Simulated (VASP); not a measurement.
HfSi2O6: single point with PBE

Crystal: HfSi2O6.

```
CELL_PARAMETERS angstrom
-5.01775 0.00299 0.01130
2.51198 -4.95495 0.06880
-0.01174 -0.08675 5.88641
ATOMIC_POSITIONS crystal
Hf 0.54168 0.00135 0.99990
Si 0.98718 0.50522 0.34498
Si 0.47959 0.49373 0.65508
O 0.42913 0.22269 0.79968
O 0.15385 0.45782 0.56808
O 0.21036 0.77923 0.20400
O 0.62748 0.75618 0.81526
O 0.69453 0.53780 0.43178
O 0.87618 0.24598 0.18123
```

```json
{
  "Program": "VASP 6.6.1",
  "Task": "single point",
  "Functional": "PBE",
  "Potentials or basis": "VASP PAW PBE potentials, release 64 (Hf_pv, Si, O)",
  "Cutoff": "520 eV",
  "k mesh": "4 × 4 × 2",
  "Occupations": "gaussian, width 0.1 eV",
  "Spin": "no spin polarisation",
  "Dipole correction": "no",
  "Further INCAR settings": "ALGO = Normal; EDIFF = 1e-06; NBANDS = 37"
}
```

The pressure is -0.4 GPa. The largest force is 0.195 eV/Å and the band gap on the k mesh is 5.03 eV (least direct gap 5.28 eV).

Forces in eV/Å, atoms in the order of the input:
```
Hf   0.010  0.000 -0.001
Si   0.005 -0.002  0.006
Si   0.008  0.002 -0.006
O   -0.108  0.117  0.113
O    0.006 -0.004 -0.002
O   -0.103 -0.115 -0.118
O    0.084 -0.117  0.105
O    0.009  0.002  0.004
O    0.091  0.117 -0.100
```

Stress tensor (GPa, compression positive):
```
-0.44 -0.01  0.03
-0.01 -0.36 -0.02
 0.03 -0.02 -0.42
```

Levels at points of the mesh, in eV from the valence-band top:
```csv
k point,band 25,band 26,band 27,band 28,band 29,band 30
"(0.00, 0.00, 0.00)",-0.56,-0.28,-0.26,5.02,6.33,6.42
"(0.50, 0.00, 0.00)",-0.79,-0.37,-0.08,6.18,6.59,7.03
"(0.00, 0.50, 0.00)",-0.66,-0.44,-0.09,6.11,6.53,6.80
"(0.50, 0.50, 0.00)",-0.78,-0.37,-0.08,6.18,6.60,7.04
"(0.00, 0.00, 0.50)",-0.59,-0.06,0.00,6.13,6.35,6.85
"(0.50, 0.00, 0.50)",-0.57,-0.47,-0.18,6.30,6.59,6.99
"(0.00, 0.50, 0.50)",-0.75,-0.46,-0.38,6.09,6.65,6.75
"(0.50, 0.50, 0.50)",-0.57,-0.48,-0.19,6.30,6.59,6.99
```

Run time: 92 s on 1 thread of Intel(R) Xeon(R) Platinum 8488C (Sapphire Rapids), with other jobs on the host, peak memory 0.31 GiB.

Caveat: the k points lie up to 0.53 Å⁻¹ apart; spin-orbit coupling is left out, which moves the levels of the heavy elements. A k mesh can miss the band edges.
